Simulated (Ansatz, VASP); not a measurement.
## Two plane-wave programs on LiF

Contents of INCAR:

```
SYSTEM = LiF
PREC = Accurate
ENCUT = 520
EDIFF = 1E-7
ISMEAR = 0
SIGMA = 0.02
LREAL = .FALSE.
LASPH = .TRUE.
NELM = 80
ALGO = Normal
ISIF = 2
LWAVE = .FALSE.
LCHARG = .FALSE.
GGA = PE
NBANDS = 12
```

Contents of KPOINTS:

```
Automatic mesh
0
G
  10 10 10
  0 0 0
```

Contents of POSCAR:

```
LiF
1.0
    2.7102894937      0.0000000000      0.0000000000
    0.0000000000      2.4799315237      0.0000000000
    0.0000000000      0.0000000000      2.4799315237
Li F
1 1
Direct
    0.0000000000      0.0000000000      0.0000000000
    0.5000000000      0.5000000000      0.5000000000
```

Input for Ansatz:

```yaml
crystal:
  lattice:
    - [2.7102894937, 0.0, 0.0]
    - [0.0, 2.4799315237, 0.0]
    - [0.0, 0.0, 2.4799315237]
  atoms:
    - { symbol: Li, position: [0.0, 0.0, 0.0] }
    - { symbol: F, position: [0.5, 0.5, 0.5] }
basis:
  ecutwfc: 420
kpoints:
  mp_grid: { grid: [10, 10, 10] }
hamiltonian:
  xc: pbe
scf:
  occupations: { method: gaussian, width: 0.02 }
output:
  forces: true
  stress: true
  eigenvalues: true
  populations: true
```

Alike in both runs: task single point; functional PBE; k mesh 10 × 10 × 10; occupations gaussian, width 0.02 eV; no spin polarisation.

```csv
,VASP,Ansatz
version,VASP 6.6.1,Ansatz 0.2.0
potentials or method,"VASP PAW PBE potentials, release 64 (Li_sv, F), cutoff 520 eV","scalar-relativistic, plane waves, PAW"
valence electrons in the cell,10,10
```

Ansatz gave:

| Item | Value |
| --- | --- |
| gap on the k mesh at the Fermi level (eV) | 7.20 |
| least direct gap on the mesh (eV) | 7.77 |

**Question.** Estimate VASP's values.

**Answer.** gap on the k mesh at the Fermi level (eV): 7.21; least direct gap on the mesh (eV): 7.79.

Noted on VASP's run: the cutoff is under 1.25 times that of the potentials, so the pressure is a little rough.
